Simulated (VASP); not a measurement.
A run of VASP 6.6.1 is set up as follows.

The input INCAR:

```
SYSTEM = SrO
ALGO     = Normal         ! electronic algorithm
EDIFF    = 1E-6           ! SCF threshold, eV
ENCUT    = 600            ! plane-wave cutoff, eV
GGA      = PE             ! functional
GGA_COMPAT= .FALSE.      
ISIF     = 2              ! what is computed and relaxed
ISMEAR   = 0              ! smearing method
LASPH    = .TRUE.         ! aspherical terms in the spheres
LCHARG   = .FALSE.        ! write CHGCAR
LREAL    = .FALSE.        ! projectors in reciprocal space
LWAVE    = .FALSE.        ! write WAVECAR
NBANDS   = 15             ! bands
NELM     = 120            ! most SCF steps
PREC     = Accurate       ! precision mode
SIGMA    = 0.02           ! smearing width, eV
```

File KPOINTS:

```
k-points
0
G
  8 8 8
  0 0 0
```

The input POSCAR:

```
SrO
1.0
    0.0000000000      2.5975406448      2.5975406448
    2.5975406448      0.0000000000      2.5975406448
    2.5975406448      2.5975406448      0.0000000000
Sr O
1 1
Direct
    0.0000000000      0.0000000000      0.0000000000
    0.5000000000      0.5000000000      0.5000000000
```

Potentials or basis: VASP PAW PBE potentials, release 64 (Sr_sv, O).

Launch:

```console
$ cat potpaw_PBE.64/Sr_sv/POTCAR potpaw_PBE.64/O/POTCAR > POTCAR
$ mpirun -np 1 vasp_std > vasp.out
```

(1) Predict the pressure.

(2) Predict the band gap on the k mesh.

## Answers

(1) 0.4 GPa.

(2) 3.28 eV (least direct gap 3.39 eV).
